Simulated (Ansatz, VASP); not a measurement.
## BP in VASP and in Ansatz

The input INCAR:

```
SYSTEM = BP
  PREC = Accurate
  ENCUT = 600
  EDIFF = 1E-6
  ISMEAR = -1
  SIGMA = 0.05
  LREAL = .False.
  LASPH = .True.
  NELM = 100
  ALGO = Normal
  ISIF = 3
  LWAVE = .False.
  LCHARG = .False.
  GGA = RE
  IBRION = 2
  NSW = 60
  EDIFFG = -0.01
```

File KPOINTS:

```
Automatic mesh
0
Gamma
  10 10 10
  0 0 0
```

POSCAR

```
BP
1.0
    0.0000000000      2.2690000000      2.2690000000
    2.2690000000      0.0000000000      2.2690000000
    2.2690000000      2.2690000000      0.0000000000
P B
1 1
Direct
    0.7500000000      0.7500000000      0.7500000000
    0.0000000000      0.0000000000      0.0000000000
```

Contents of input.yaml:

```yaml
crystal:
  lattice:
    - [0.0, 2.269, 2.269]
    - [2.269, 0.0, 2.269]
    - [2.269, 2.269, 0.0]
  atoms:
    - { symbol: P, position: [0.75, 0.75, 0.75] }
    - { symbol: B, position: [0.0, 0.0, 0.0] }
hamiltonian:
  xc: revpbe
  pseudopotentials: { kind: paw }
kpoints:
  mp_grid: { grid: [10, 10, 10] }
scf:
  occupations: { method: fermi_dirac, width: 0.05 }
output:
  forces: true
  stress: true
  write_density: true
  write_potential: true
  elf: true
  volumetric_format: npy
relax:
  f_tol: 0.01
  max_steps: 40
  cell: { stress_tol: 0.05 }
```

Alike in both runs: task relaxation of cell and atoms; functional revPBE; k mesh 10 × 10 × 10; occupations fermi-dirac, width 0.05 eV; no spin polarisation.

|  | VASP | Ansatz |
| --- | --- | --- |
| version | VASP 6.6.1 | Ansatz 0.2.0 |
| potentials or method | VASP PAW PBE potentials, release 64 (P, B) | Ansatz PAW |
| plane-wave cutoff (eV) | 600 | 420 |
| valence electrons in the cell | 8 | 8 |

VASP gave:

| Property | Result |
| --- | --- |
| gap on the k mesh at the Fermi level, each at its own relaxed structure (eV) | 1.27 |
| relaxed volume (Å³/atom) | 11.89 |
| relaxed cell length with the largest relative difference (Å) | 3.228 |

Q: Estimate Ansatz's values.

A: gap on the k mesh at the Fermi level, each at its own relaxed structure (eV): 1.29; relaxed volume (Å³/atom): 11.92; relaxed cell length with the largest relative difference (Å): 3.230.

VASP's potentials were made for PBE, not for revPBE.

Noted on Ansatz's run: the plane-wave basis is chosen anew once the cell has moved, so the energies of steps on either side of that aren't comparable.
